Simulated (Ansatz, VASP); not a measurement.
**AlAs: VASP beside Ansatz**

```
CELL_PARAMETERS angstrom
0.00000 2.83040 2.83040
2.83040 0.00000 2.83040
2.83040 2.83040 0.00000
ATOMIC_POSITIONS crystal
Al 0.00000 0.00000 0.00000
As 0.25000 0.25000 0.25000
```

Alike in both runs: task single point; functional PBE-based screened hybrid with a share of 0.4 of exact exchange and HFSCREEN = 0.20786987370883472; k mesh 3 × 3 × 3; no spin polarisation.

|  | VASP | Ansatz |
| --- | --- | --- |
| version | VASP 6.6.1 | Ansatz 0.2.0 |
| potentials or method | VASP PAW PBE potentials, release 64 (Al, As), cutoff 400 eV | plane waves, PAW |
| occupations | gaussian, width 0.01 eV | fixed |
| valence electrons in the cell | 8 | 18 |

```tsv
	VASP	Ansatz	Ansatz less VASP
gap on the k mesh at the Fermi level (eV)	3.22	3.19	-0.024
```

VASP's potentials were made for PBE, not for PBE-based screened hybrid. VASP's potentials hold 8 valence electrons a cell and Ansatz's 18, so a difference there can come from the potentials and not from the codes.

The k mesh is coarse, so the values compare programs but aren't converged.
